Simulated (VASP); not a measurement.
A run of VASP 6.6.1 is set up as follows.

File POSCAR:

```
ZnSe
1.0
    0.0000000000      2.8338000000      2.8338000000
    2.8338000000      0.0000000000      2.8338000000
    2.8338000000      2.8338000000      0.0000000000
Zn Se
1 1
Direct
    0.0000000000      0.0000000000      0.0000000000
    0.7500000000      0.7500000000      0.7500000000
```

The input INCAR.step1:

```
SYSTEM = ZnSe
PREC = Accurate
ENCUT = 600
ISMEAR = -1
SIGMA = 0.08
LREAL = .FALSE.
LASPH = .TRUE.
NELM = 100
GGA = PE
ALGO = Normal
EDIFF = 1E-4
LWAVE = .TRUE.
LCHARG = .FALSE.
```

File INCAR.step2:

```
SYSTEM = ZnSe
PREC = Accurate
ENCUT = 600
EDIFF = 1E-7
ISMEAR = -1
SIGMA = 0.08
LREAL = .FALSE.
LASPH = .TRUE.
NELM = 100
ALGO = Normal
ISIF = 3
LWAVE = .FALSE.
LCHARG = .FALSE.
METAGGA = R2SCAN
LMIXTAU = .TRUE.
IBRION = 2
NSW = 100
EDIFFG = -0.002
ISTART = 1
```

The input KPOINTS:

```
Automatic mesh
0
G
  12 12 12
  0 0 0
```

Potentials or basis: VASP PAW PBE potentials, release 64 (Zn, Se).

The run is started by

```sh
$ cat potpaw_PBE.64/Zn/POTCAR potpaw_PBE.64/Se/POTCAR > POTCAR
$ cp INCAR.step1 INCAR
$ mpirun -np 1 vasp_std > vasp.out
$ cp INCAR.step2 INCAR
$ mpirun -np 1 vasp_std > vasp.out
```

(1) What does it give for the relaxed cell?

(2) What does it give for the relaxed volume?

Answers

(1) a = 4.007 Å, b = 4.007 Å, c = 4.007 Å, α = 60.00°, β = 60.00°, γ = 60.00°.

(2) 22.75 Å³/atom.

Caveat: the PAW data sets were made with another functional, which shifts forces and pressure a little.
